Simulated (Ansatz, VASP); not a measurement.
# Two plane-wave programs on HfO2

```
Hf O
1.0
     0.00000    2.52532    2.52532
     2.52532    0.00000    2.52532
     2.52532    2.52532    0.00000
Hf O
1 2
Direct
  0.00000 0.00000 0.00000
  0.75000 0.75000 0.75000
  0.50000 0.50000 0.50000
```

Alike in both runs: functional PBE; k mesh 6 × 6 × 6; occupations gaussian, width 0.1 eV; no spin polarisation.

Ansatz relaxed the structure, and its values are those at the end. VASP's run is a single point on that final structure, the one shown.

|  | VASP | Ansatz |
| --- | --- | --- |
| version | VASP 6.6.1 | Ansatz 0.2.0 |
| potentials or method | VASP PAW PBE potentials, release 64 (Hf_pv, O), cutoff 520 eV | scalar-relativistic, plane waves, PAW |
| valence electrons in the cell | 22 | 38 |

```tsv
	VASP	Ansatz	Ansatz less VASP
gap on the k mesh at the Fermi level (eV)	2.28	2.30	+0.016
least direct gap on the mesh (eV)	2.29	2.30	+0.014
pressure (GPa)	-2.8	0.0	+2.81
```

VASP's potentials hold 22 valence electrons a cell and Ansatz's 38, so a difference there can come from the potentials and not from the codes.

Spin-orbit coupling is off throughout.
